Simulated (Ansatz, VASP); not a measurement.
# One calculation of Mo, two programs

```
Mo
1.0
    -1.55577    1.55577    1.55577
     1.55577   -1.55577    1.55577
     1.55577    1.55577   -1.55577
Mo
1
Direct
  0.00000 0.00000 0.00000
```

Alike in both runs: functional LDA; k mesh 16 × 16 × 16; occupations fermi-dirac, width 0.15 eV; no spin polarisation.

Ansatz relaxed the structure, and its values are those at the end. VASP's run is a single point on that final structure, the one shown.

|  | VASP | Ansatz |
| --- | --- | --- |
| version | VASP 6.6.1 | Ansatz 0.2.0 |
| potentials or method | VASP PAW LDA potentials, release 64 (Mo_sv), cutoff 520 eV | scalar-relativistic, plane waves, PAW |
| valence electrons in the cell | 14 | 14 |

Ansatz gave:

| Quantity | Value |
| --- | --- |
| gap on the k mesh at the Fermi level (eV) | none |
| pressure (GPa) | 0.0 |

Q: Which values does VASP return?

A: gap on the k mesh at the Fermi level (eV): none; pressure (GPa): 1.1.

Ansatz warns that its potentials were made for another functional, while VASP's fit it. LDA's correlation is that of Perdew and Zunger in VASP and of Perdew and Wang (1992) in Ansatz. A gap of «none» marks a metal or a gap that the smearing closes.
